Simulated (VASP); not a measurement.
# SiC6 in VASP: further runs, part 2 of 2

VASP 6.6.1. Earlier steps stand in the parts before.

## (4) Single point, PBE

The input, INCAR:

```
ALGO = Normal
EDIFF = 1E-7
ENCUT = 520
GGA = PE
ISIF = 2
ISMEAR = -1
ISYM = 0
LASPH = True
LCHARG = True
LELF = True
LREAL = False
LVHAR = True
LWAVE = False
NBANDS = 41
NELM = 80
PREC = Accurate
SIGMA = 0.05
```

The input, KPOINTS:

```
Automatic mesh
0
Gamma
  1 1 1
  0.25 0.25 0.25
```

The input, POSCAR:

```
SiC6
1.0
    5.2607330000     -0.0401340000      0.1481530000
   -0.0401340000      5.1317960000      0.1176100000
    0.1481530000      0.1176100000      5.3357620000
Si C
2 12
Direct
    0.5238875659      0.0971235622      0.6872918588
    0.0903226299      0.7276045602      0.0492291184
    0.7897276704      0.9346587596      0.4586756793
    0.5791466310      0.8450072331      0.0515664658
    0.3507646040      0.2619469019      0.1103862197
    0.3338890100      0.9840213617      0.0747590671
    0.6144744242      0.6221306260      0.9194529268
    0.0385844278      0.9210064073      0.5897504495
    0.1002741014      0.6398133918      0.6942147416
    0.7914208264      0.8821291649      0.2146072893
    0.1769191637      0.1437599126      0.5975591287
    0.1356741832      0.4148132515      0.5326686753
    0.2143122011      0.4466219685      0.2650061593
    0.5334323345      0.3711835728      0.9204268293
```

Potentials or basis: VASP PAW PBE potentials, release 64 (Si, C).

Started as:

```
$ cat potpaw_PBE.64/Si/POTCAR potpaw_PBE.64/C/POTCAR > POTCAR
$ mpirun -np 1 vasp_std > vasp.out
```

OUTCAR:

```text
EDIFF = 1E-7
   ENCUT = 520
   GGA = PE
   ISIF = 2
   ISMEAR = -1
   ISYM = 0
   LASPH = True
   LREAL = False
   NELM = 80
   PREC = Accurate

 ion  position               nearest neighbor table
   1  0.524  0.097  0.687-  14 1.92  11 1.93   3 2.02   6 2.29   4 2.32   5 2.57
   2  0.090  0.728  0.049-   6 1.84  13 1.95  10 1.96   9 1.97
   3  0.790  0.935  0.459-  10 1.34   8 1.52   1 2.02
   4  0.579  0.845  0.052-   7 1.38  10 1.47   6 1.49   1 2.32
   5  0.351  0.262  0.110-  14 1.45   6 1.45  13 1.46   1 2.57
   6  0.334  0.984  0.075-   5 1.45   4 1.49   2 1.84   1 2.29
   7  0.614  0.622  0.919-  14 1.35   4 1.38
   8  0.039  0.921  0.590-  11 1.35   3 1.52   9 1.57
   9  0.100  0.640  0.694-  12 1.48   8 1.57   2 1.97
  10  0.791  0.882  0.215-   3 1.34   4 1.47   2 1.96
  11  0.177  0.144  0.598-   8 1.35  12 1.44   1 1.93
  12  0.136  0.415  0.533-  11 1.44  13 1.47   9 1.48
  13  0.214  0.447  0.265-   5 1.46  12 1.47   2 1.95
  14  0.533  0.371  0.920-   7 1.35   5 1.45   1 1.92

IMPORTANT INFORMATION: All symmetrisations will be switched off!
NOSYMM: (Re-)initialisation of all symmetry stuff for point group C_1.

----------------------------------------------------------------------------------------

                                     Primitive cell

  volume of cell :     143.8542

  direct lattice vectors                    reciprocal lattice vectors
     5.260733000 -0.040134000  0.148153000     0.190249624  0.001609753 -0.005317961
    -0.040134000  5.131796000  0.117610000     0.001609753  0.194975659 -0.004342318
     0.148153000  0.117610000  5.335762000    -0.005317961 -0.004342318  0.187658027

  length of vectors
     5.262971760  5.133300404  5.339113929     0.190330743  0.195030650  0.187783577

  position of ions in fractional coordinates (direct lattice)
     0.523887566  0.097123562  0.687291859
     0.090322630  0.727604560  0.049229118
     0.789727670  0.934658760  0.458675679
     0.579146631  0.845007233  0.051566466
     0.350764604  0.261946902  0.110386220
     0.333889010  0.984021362  0.074759067
     0.614474424  0.622130626  0.919452927
     0.038584428  0.921006407  0.589750450
     0.100274101  0.639813392  0.694214742
     0.791420826  0.882129165  0.214607289
     0.176919164  0.143759913  0.597559129
     0.135674183  0.414813252  0.532668675
     0.214312201  0.446621968  0.265006159
     0.533432334  0.371183573  0.920426829

  ion indices of the primitive-cell ions
   primitive index   ion index
                 1           1
                 2           2
                 3           3
                 4           4
                 5           5
                 6           6
                 7           7
                 8           8
                 9           9
                10          10
                11          11
                12          12
                13          13
                14          14

----------------------------------------------------------------------------------------

 KPOINTS: Automatic mesh

Automatic generation of k-mesh.
 Grid dimensions read from file:
 generate k-points for:    1    1    1

 Generating k-lattice:

  Cartesian coordinates                     Fractional coordinates (reciprocal lattice)
     0.190249624  0.001609753 -0.005317961     1.000000000  0.000000000  0.000000000
     0.001609753  0.194975659 -0.004342318    -0.000000000  1.000000000  0.000000000
    -0.005317961 -0.004342318  0.187658027     0.000000000  0.000000000  1.000000000

  Length of vectors
     0.190330743  0.195030650  0.187783577

  Shift w.r.t. Gamma in fractional coordinates (k-lattice)
     0.250000000  0.250000000  0.250000000

 Subroutine IBZKPT returns following result:
 ===========================================

 Found      1 irreducible k-points:

 Following reciprocal coordinates:
            Coordinates               Weight
  0.250000  0.250000  0.250000      2.000000
   k-points           NKPTS =      1   k-points in BZ     NKDIM =      1   number of bands    NBANDS=     41
   number of dos      NEDOS =    301   number of ions     NIONS =     14
   total plane-waves  NPLWV =  64000
   dimension x,y,z NGX =    40 NGY =   40 NGZ =   40
   dimension x,y,z NGXF=    80 NGYF=   80 NGZF=   80
   ions per type =               2  12
   NGX,Y,Z   is equivalent  to a cutoff of  12.64, 12.95, 12.45 a.u.
   NGXF,Y,Z  is equivalent  to a cutoff of  25.27, 25.91, 24.91 a.u.
 SYSTEM =  unknown system
   PREC   = accura    normal or accurate (medium, high low for compatibility)
   ISTART =      0    job   : 0-new  1-cont  2-samecut
   ICHARG =      2    charge: 1-file 2-atom 10-const
   ISPIN  =      1    spin polarized calculation?
   LNONCOLLINEAR =      F non collinear calculations
   LSORBIT =      F    spin-orbit coupling
   LASPH  =      T    aspherical Exc in radial PAW
   ENCUT  =  520.0 eV  38.22 Ry    6.18 a.u.   9.79  9.54  9.93*2*pi/ulx,y,z
   NELM   =     80;   NELMIN=  2; NELMDL= -5     # of ELM steps
   EDIFF  = 0.1E-06   stopping-criterion for ELM
   LREAL  =      F    real-space projection
   EDIFFG = 0.1E-05   stopping-criterion for IOM
   NSW    =      0    number of steps for IOM
   IBRION =     -1    ionic relax: 0-MD 1-quasi-New 2-CG
   NFREE  =      0    steps in history (QN), initial steepest desc. (CG)
   ISIF   =      2    stress and relaxation
   ISYM   =      0    0-nonsym 1-usesym 2-fastsym
   POTIM  = 0.5000    time-step for ionic-motion
   TEBEG  =    0.0;   TEEND  =   0.0 temperature during run
   PSTRESS=    0.0 pullay stress
   NELECT =      56.0000    total number of electrons
   NUPDOWN=      -1.0000    fix difference up-down
   EMIN   =  10.00;   EMAX   =-10.00  energy-range for DOS
   EFERMI =   0.00;   METHOD = LEGACY
   ISMEAR =    -1;   SIGMA  =   0.05  broadening in eV -4-tet -1-fermi 0-gaus
   EFERMI_NEDOS =   21; number of points for ismear=-14 and -15
   IALGO  =     38    algorithm
   IMIX   =      4    mixing-type and parameters
     AMIX     =   0.40;   BMIX     =  1.00
     AMIX_MAG =   1.60;   BMIX_MAG =  1.00
  volume/ion in A,a.u.               =      10.28        69.34
  Fermi-wavevector in a.u.,A,eV,Ry     =   1.195354  2.258892 19.440982  1.428872
  Thomas-Fermi vector in A             =   2.331322
   LORBIT       =      0    0 simple, 1 ext, 2 COOP (PROOUT), +10 PAW based schemes
   GGA     = PE    functional components
   LHFCALC =     F    Hartree Fock is set to
   AEXX    =    0.0000 exact exchange contribution
   IVDW    =     0    specifies the selected vdW correction
   LEPSILON=     F    determine dielectric tensor
   LRPA    =     F    only Hartree local field effects (RPA)
 non-spin polarized calculation
  energy-cutoff  :      520.00
  volume of cell :      143.85
 maximum number of plane-waves:      3877
 NGX is ok and might be reduce to    40
   NGX = 19   NGY = 19   NGZ = 19

 number of electron      56.0000000 magnetization

 Free energy of the ion-electron system (eV)
  ---------------------------------------------------
  ext. energy  EPLUGINS =         0.00000000
  ---------------------------------------------------
  free energy    TOTEN  =      -110.82235366 eV

  energy without entropy =     -110.82235194  energy(sigma->0) =     -110.82235280

 E-fermi :   5.3075     XC(G=0): -10.2147

 val. band max:        4.5875968629   @ k =   0.2500   0.2500   0.2500
 cond. band min:       6.0273118614   @ k =   0.2500   0.2500   0.2500
 fundamental gap:      1.4397149985
 Fermi energy:         5.3074526916

 k-point     1 :       0.2500    0.2500    0.2500
  band No.  band energies     occupation
      1     -12.8415      2.00000
      2     -11.9892      2.00000
      3     -11.0551      2.00000
      4     -10.2016      2.00000
      5      -8.8430      2.00000
      6      -8.3692      2.00000
[... 32 lines left out ...]
     39      11.9978      0.00000
     40      12.1159      0.00000
 [bands above 40 left out]

------------------------ aborting loop because EDIFF is reached ----------------------------------------

  FORCE on cell =-STRESS in cart. coord.  units (eV):
  Direction    XX          YY          ZZ          XY          YZ          ZX
  --------------------------------------------------------------------------------------
  -------------------------------------------------------------------------------------
  Total        2.9806467     -8.7944169     -9.3387113      4.4465157     -9.5414312      3.1232508
  in kB       33.1969745    -97.9478813   -104.0099641     49.5231009   -106.2677586     34.7852281
  external PRESSURE =     -56.2536236 kB  Pullay stress =       0.0000000 kB

 VOLUME and BASIS-vectors are now :
 -----------------------------------------------------------------------------
  energy-cutoff  :      520.00
  volume of cell :      143.85
      direct lattice vectors                 reciprocal lattice vectors
     5.260733000 -0.040134000  0.148153000     0.190249624  0.001609753 -0.005317961
    -0.040134000  5.131796000  0.117610000     0.001609753  0.194975659 -0.004342318
     0.148153000  0.117610000  5.335762000    -0.005317961 -0.004342318  0.187658027

 POSITION                                       TOTAL-FORCE (eV/Angst)
 -----------------------------------------------------------------------------------
      2.85396      0.55822      3.75626         0.355680     -0.145947      0.448424
      0.45325      3.73608      0.36163         0.351361     -0.674023      0.697319
      4.18499      4.81873      2.67431        -0.115815      1.486337      1.322922
      3.02046      4.31923      0.46033        -0.665677      0.079564      0.000546
      1.85112      1.34316      0.67177        -1.355558      0.602674      1.113095
      1.72808      5.04519      0.56409         1.468784     -0.190471      0.102036
      3.34384      3.27612      5.07019        -0.196093     -0.634367     -0.104102
      0.25339      4.79423      3.26080        -0.877510     -2.595581     -1.140663
      0.60469      3.36101      3.79427        -0.189873      1.074332     -0.742778
      4.15985      4.52038      1.36609         0.296033     -0.955296     -0.593888
      1.01349      0.80092      3.23155         0.572818     -0.361524      1.460442
      0.77601      2.18594      2.91108        -0.059284      2.032792     -0.101363
      1.14878      2.31454      1.49829        -0.689153     -0.342952     -1.071720
      2.92771      1.99168      5.03386         1.104287      0.624462     -1.390269
 -----------------------------------------------------------------------------------
    total drift:                                0.000130     -0.000598     -0.000119

  FREE ENERGIE OF THE ION-ELECTRON SYSTEM (eV)
  ---------------------------------------------------
  free  energy   TOTEN  =      -110.8223536576 eV

  energy  without entropy=     -110.8223519363  energy(sigma->0) =     -110.82235280
```

Run time: 34 s. Hardware: 1 thread of Intel Xeon 8259CL, shared host; peak memory 0.22 GiB.

What came out:

| Property | Result |
| --- | --- |
| Free energy | -110.8224 eV |
| Pressure | -5.6 GPa |
| Largest force | 2.968 eV/Å |
| Band gap on the k mesh | 1.44 eV |

Forces on the atoms (eV/Å):
```
Si   0.356 -0.146  0.448
Si   0.351 -0.674  0.697
C   -0.116  1.486  1.323
C   -0.666  0.080  0.001
C   -1.356  0.603  1.113
C    1.469 -0.190  0.102
C   -0.196 -0.634 -0.104
C   -0.878 -2.596 -1.141
C   -0.190  1.074 -0.743
C    0.296 -0.955 -0.594
C    0.573 -0.362  1.460
C   -0.059  2.033 -0.101
C   -0.689 -0.343 -1.072
C    1.104  0.624 -1.390
```

Caveat: the k points lie up to 1.23 Å⁻¹ apart.

## (5) Single point, PBE

The input, INCAR:

```
SYSTEM = SiC6
PREC = Accurate
ENCUT = 520
EDIFF = 1E-6
ISMEAR = -1
SIGMA = 0.05
LREAL = .FALSE.
LASPH = .TRUE.
NELM = 80
ALGO = Normal
ISIF = 2
LWAVE = .FALSE.
LCHARG = .FALSE.
GGA = PE
ISYM = 0
NBANDS = 41
```

KPOINTS is that of step 4.

The input, POSCAR:

```
SiC6
1.0
    5.2607330000     -0.0401340000      0.1481530000
   -0.0401340000      5.1317960000      0.1176100000
    0.1481530000      0.1176100000      5.3357620000
Si C
2 12
Direct
    0.5526421897      0.0783078215      0.6631576931
    0.1148741499      0.7007260092      0.0413606649
    0.8098935118      0.9396197695      0.4182917389
    0.6053157565      0.8539742150     -0.0030925766
    0.3518281572      0.2398603154      0.1062925279
    0.3590973318      0.9681368797      0.0791008060
    0.6191586111      0.6052817807      0.8828389655
    0.0557112929      0.8996154687      0.5478858370
    0.1160960263      0.6259237625      0.6617323133
    0.8101116834      0.8635071001      0.1793532871
    0.2070416893      0.1167814298      0.5854343744
    0.1700350757      0.3973894697      0.5132173845
    0.2105331009      0.4150872779      0.2466482716
    0.5417406920      0.3591751038      0.8833165548
```

Started as:

```
$ cat potpaw_PBE.64/Si/POTCAR potpaw_PBE.64/C/POTCAR > POTCAR
$ mpirun -np 1 vasp_std > vasp.out
```

It took 31 s on 1 thread of Intel Xeon 8259CL, shared host; peak memory 0.22 GiB.

The run converged. Its results:

```yaml
Free_energy: -111.0257 eV
Pressure: -7.1 GPa
Largest_force: 1.725 eV/Å
Band_gap_on_the_k_mesh: 1.46 eV
```

Forces in eV/Å, atoms in the order of the input:
```
Si   0.561 -0.254  0.297
Si  -0.069  0.653 -0.559
C   -0.097  0.659  0.590
C   -0.518 -0.996  0.064
C    0.613 -0.628 -1.485
C   -0.137 -0.525 -0.124
C    0.087 -0.389  0.052
C    0.670 -0.586  0.218
C   -0.417  0.690  0.254
C    0.419 -0.383 -0.653
C   -0.507 -0.492  1.023
C   -1.439  0.739  0.141
C    0.056  0.483 -0.323
C    0.777  1.028  0.504
```

Stress tensor (GPa, compression positive):
```
  1.93   1.70   3.19
  1.70 -13.18  -9.28
  3.19  -9.28 -10.00
```

Levels at points of the mesh, in eV from the valence-band top:
```csv
k point,band 24,band 25,band 26,band 27,band 28,band 29,band 30,band 31,band 32,band 33
"(0.25, 0.25, 0.25)",-2.07,-1.74,-1.40,-0.72,0.00,1.46,2.28,2.35,2.84,3.75
```

Caveat: the k points lie up to 1.23 Å⁻¹ apart.
